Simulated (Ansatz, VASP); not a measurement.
## CdS in VASP and in Ansatz

INCAR

```
SYSTEM = CdS
ALGO     = Normal         ! electronic algorithm
EDIFF    = 1E-8           ! SCF threshold, eV
ENCUT    = 520            ! plane-wave cutoff, eV
GGA      = CA             ! functional
ISIF     = 2              ! what is computed and relaxed
ISMEAR   = -1             ! smearing method
LASPH    = .TRUE.         ! aspherical terms in the spheres
LCHARG   = .FALSE.        ! write CHGCAR
LEFG     = .TRUE.       
LREAL    = .FALSE.        ! projectors in reciprocal space
LWAVE    = .FALSE.        ! write WAVECAR
NBANDS   = 26             ! bands
NELM     = 60             ! most SCF steps
PREC     = Accurate       ! precision mode
SIGMA    = 0.08           ! smearing width, eV
```

File KPOINTS:

```
k-points
0
G
  10 10 8
  0 0 0
```

Contents of POSCAR:

```
CdS
1.0
    4.9849431769      0.0000000000      0.0000000000
    0.0000000000      4.9849431769      0.0000000000
    0.0000000000      0.0000000000      3.8717690586
Cd S
2 2
Direct
    0.0000000000      0.5000000000      0.1368911506
    0.5000000000      0.0000000000      0.8631088494
    0.0000000000      0.0000000000      0.0000000000
    0.5000000000      0.5000000000      0.0000000000
```

Input for Ansatz:

```yaml
crystal:
  lattice:
    - [4.9849431769, 0.0, 0.0]
    - [0.0, 4.9849431769, 0.0]
    - [0.0, 0.0, 3.8717690586]
  atoms:
    - { symbol: Cd, position: [0.0, 0.5, 0.1368911506] }
    - { symbol: Cd, position: [0.5, 0.0, 0.8631088494] }
    - { symbol: S, position: [0.0, 0.0, 0.0] }
    - { symbol: S, position: [0.5, 0.5, 0.0] }
kpoints:
  mp_grid: { grid: [10, 10, 8] }
  band_path:
    path:
      - [0.0, 0.0, 0.0]
      - [0.0, 0.5, 0.0]
      - [0.5, 0.5, 0.0]
      - [0.0, 0.0, 0.0]
      - [0.0, 0.0, 0.5]
      - [0.0, 0.5, 0.5]
      - [0.5, 0.5, 0.5]
      - [0.0, 0.0, 0.5]
      - [0.0, 0.5, 0.0]
    npoints: 8
scf:
  occupations: { method: fermi_dirac, width: 0.08 }
  n_extra_bands: 32
hamiltonian:
  xc: lda
  pseudopotentials: { kind: all_electron, datasets: crystal }
output:
  forces: true
  stress: true
  eigenvalues: true
  efg: { contact_densities: true }
```

Alike in both runs: task electric field gradients; functional LDA; k mesh 10 × 10 × 8; occupations fermi-dirac, width 0.08 eV; no spin polarisation.

|  | VASP | Ansatz |
| --- | --- | --- |
| version | VASP 6.6.1 | Ansatz 0.2.0 |
| potentials or method | VASP PAW LDA potentials, release 64 (Cd, S), cutoff 520 eV | all-electron PAW with datasets made for the crystal, scalar-relativistic |

Ansatz gave:

```
gap on the k mesh at the Fermi level (eV)                     : none
pressure (GPa)                                                : 0.0
traceless stress, the component that is largest in VASP (GPa) : -0.02
rms of the force components (eV/Å)                            : 0.001
```

Q: Estimate VASP's values.

A: gap on the k mesh at the Fermi level (eV): none; pressure (GPa): 0.6; traceless stress, the component that is largest in VASP (GPa): -0.51; rms of the force components (eV/Å): 0.016.

LDA's correlation is that of Perdew and Zunger in VASP and of Perdew and Wang (1992) in Ansatz. Atom by atom the forces differ by 0.016 eV/Å (rms over components). A gap of «none» marks a metal or a gap that the smearing closes. Ansatz ran all-electron here, and VASP with PAW potentials. Ansatz's warnings: band levels unverified, printed levels off.
